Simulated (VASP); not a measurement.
# Pt (R-3m) in VASP: notebook, part 2 of 2

VASP 6.6.1. The steps go on from the part before.

## Step 4: Electric field gradients, r2SCAN (shortest bond scaled by 0.76)

Input file POSCAR:

```
Pt
1.0
    0.0000000000      2.6951100335      2.6951100335
    2.6951100335      0.0000000000      2.6951100335
    2.6951100335      2.6951100335      0.0000000000
Pt
2
Direct
   -0.2150000000     -0.0950000000     -0.0950000000
    0.2150000000      0.0950000000      0.0950000000
```

Input file INCAR.step1:

```
PREC     = Accurate       # precision mode
ENCUT    = 520            # plane-wave cutoff, eV
ISMEAR   = -1             # smearing method
SIGMA    = 0.05           # smearing width, eV
LREAL    = False          # projectors in reciprocal space
LASPH    = True           # aspherical terms in the spheres
NELM     = 60             # most SCF steps
NBANDS   = 17             # bands
GGA      = PE             # functional
ALGO     = Normal         # electronic algorithm
EDIFF    = 1E-4           # SCF threshold, eV
LWAVE    = True           # write WAVECAR
LCHARG   = False          # write CHGCAR
```

Input file INCAR.step2:

```
PREC     = Accurate       # precision mode
ENCUT    = 520            # plane-wave cutoff, eV
EDIFF    = 1E-8           # SCF threshold, eV
ISMEAR   = -1             # smearing method
SIGMA    = 0.05           # smearing width, eV
LREAL    = False          # projectors in reciprocal space
LASPH    = True           # aspherical terms in the spheres
NELM     = 60             # most SCF steps
ALGO     = Normal         # electronic algorithm
ISIF     = 2              # what is computed and relaxed
LWAVE    = False          # write WAVECAR
LCHARG   = False          # write CHGCAR
METAGGA  = R2SCAN         # meta-GGA
LMIXTAU  = True         
LEFG     = True         
NBANDS   = 17             # bands
ISTART   = 1
```

Input file KPOINTS:

```
regular mesh
0
Gamma
  10 10 10
```

Potentials or basis: VASP PAW PBE potentials, release 64 (Pt).

Launch:

```bash
$ cat potpaw_PBE.64/Pt/POTCAR > POTCAR
$ cp INCAR.step1 INCAR
$ mpirun -np 1 vasp_std > vasp.out
$ cp INCAR.step2 INCAR
$ mpirun -np 1 vasp_std > vasp.out
```

OUTCAR:

```text
PREC = Accurate
   ENCUT = 520
   EDIFF = 1E-8
   ISMEAR = -1
   LREAL = False
   LASPH = True
   NELM = 60
   ISIF = 2
   METAGGA = R2SCAN
   ISTART = 1

 ion  position               nearest neighbor table
   1  0.785  0.905  0.905-   2 1.77   2 2.58   2 2.58   2 2.58
   2  0.215  0.095  0.095-   1 1.77   1 2.58   1 2.58   1 2.58

  LATTYP: Found a face centered cubic cell.
 ALAT       =     5.3902200670

  Lattice vectors:

 A1 = (   0.0000000000,   2.6951100335,   2.6951100335)
 A2 = (   2.6951100335,   0.0000000000,   2.6951100335)
 A3 = (   2.6951100335,   2.6951100335,   0.0000000000)

Analysis of symmetry for initial positions (statically):
=====================================================================
 Subroutine PRICEL returns:
 Original cell was already a primitive cell.

 Routine SETGRP: Setting up the symmetry group for a
 face centered cubic supercell.

 Subroutine GETGRP returns: Found 12 space group operations
[... 668 lines left out ...]
  volume of cell :       39.15
      direct lattice vectors                 reciprocal lattice vectors
     0.000000000  2.695110033  2.695110033    -0.185521182  0.185521182  0.185521182
     2.695110033  0.000000000  2.695110033     0.185521182 -0.185521182  0.185521182
     2.695110033  2.695110033  0.000000000     0.185521182  0.185521182 -0.185521182

 POSITION                                       TOTAL-FORCE (eV/Angst)
 -----------------------------------------------------------------------------------
      4.87815      4.55474      4.55474       -19.077531     19.077531     19.077531
      0.51207      0.83548      0.83548        19.077531    -19.077531    -19.077531
 -----------------------------------------------------------------------------------
    total drift:                                0.000000      0.000000      0.000000

  FREE ENERGIE OF THE ION-ELECTRON SYSTEM (eV)
  ---------------------------------------------------
  free  energy   TOTEN  =       -93.3434320163 eV

  energy  without entropy=      -93.3259723937  energy(sigma->0) =      -93.33470221

 Electric field gradients (V/A^2)
---------------------------------------------------------------------
 ion       V_xx      V_yy      V_zz      V_xy      V_xz      V_yz
---------------------------------------------------------------------
   1      -0.000     0.000     0.000  -103.472  -103.472   103.471
   2      -0.000     0.000     0.000  -103.472  -103.472   103.471
---------------------------------------------------------------------

 Electric field gradients after diagonalization (V/A^2)
 (convention: |V_zz| > |V_xx| > |V_yy|)
----------------------------------------------------------------------
 ion       V_xx      V_yy      V_zz     asymmetry (V_yy - V_xx)/ V_zz
----------------------------------------------------------------------
   1    -103.472  -103.471   206.943       0.000
   2    -103.472  -103.471   206.943       0.000
----------------------------------------------------------------------

           NMR quadrupolar parameters

 Cq : quadrupolar parameter    Cq=e*Q*V_zz/h
 eta: asymmetry parameters     (V_yy - V_xx)/ V_zz
 Q  : nuclear electric quadrupole moment in mb (millibarn)
----------------------------------------------------------------------
 ion       Cq(MHz)       eta       Q (mb)
----------------------------------------------------------------------
   1       0.500       0.000       1.000
   2       0.500       0.000       1.000
----------------------------------------------------------------------
```

It took 4.4 min on 1 thread of Intel Xeon Platinum 8488C (Sapphire Rapids), shared host; peak memory 0.21 GiB.

What came out:

| Quantity | Value |
| --- | --- |
| Free energy | -93.3434 eV |
| Pressure | 85.0 GPa |
| Largest force | 33.043 eV/Å |
| Band gap on the k mesh | zero (bands 10 and 11 overlap by 2.73 eV) |
| Largest electric field gradient by atom | Pt +206.9 V/Å² |

Forces in eV/Å, atoms in the order of the input:
```
Pt  -19.078  19.078  19.078
Pt   19.078 -19.078 -19.078
```

Levels at points of the mesh, in eV from the Fermi level:
```
           k point  band 7  band 8  band 9  band 10  band 11  band 12  band 13  band 14
(0.00, 0.00, 0.00)   -2.99   -2.89   -2.89    -0.72    -0.72     9.28    11.09    12.44
(0.50, 0.00, 0.00)   -2.53   -2.53   -2.15     1.44     1.44     2.34     8.49     8.49
(0.00, 0.50, 0.00)   -2.71   -2.24   -2.21    -1.31    -1.29     1.48     8.40    11.47
(0.50, 0.50, 0.00)   -3.70   -3.25   -0.70     0.64     1.31     1.34     3.81     5.85
```

Electric field gradients, principal values (V/Å²):
```csv
atom,least,middle,greatest (by size)
1 Pt,-103.471,-103.472,206.943
2 Pt,-103.471,-103.472,206.943
```

Caveat: the cell differs from its parent crystal (shortest bond scaled by 0.76); atoms lie so close that the PAW spheres overlap strongly, which falsifies energies and pressures; the cell stands under pressure; without QUAD_EFG the Cq values of the log hold for a quadrupole moment of 1 mb, not for the nuclei; the PAW data sets were made with another functional, which shifts forces and pressure a little; spin-orbit coupling is left out, which moves the levels of the heavy elements.

## Step 5: Overview

```tsv
cell	gap on the mesh (eV)	pressure (GPa)	largest force (eV/Å)
as given, shortest bond scaled by 1.1	none	42.3	3.84
as given, shortest bond scaled by 0.88	none	48.0	9.45
as given, shortest bond scaled by 0.76	none	85.0	33.04
```

Some of these runs hold the atoms at other places in the same cell, which the table doesn't show; runs alike in all that it shows share one row.

Alike in all rows: task electric field gradients; level r2SCAN; potentials or basis VASP PAW PBE potentials, release 64 (Pt); no spin polarisation; k mesh 10 × 10 × 10; cutoff (eV) 520; smearing fermi-dirac 0.05 eV.

Caveats: the cell stands under pressure; the PAW data sets were made with another functional, which shifts forces and pressure a little; spin-orbit coupling is left out, which moves the levels of the heavy elements; atoms lie so close that the PAW spheres overlap strongly, which falsifies energies and pressures (at least some runs).

Total energies depend on the potentials used, so only differences within one code and one set of settings carry meaning.
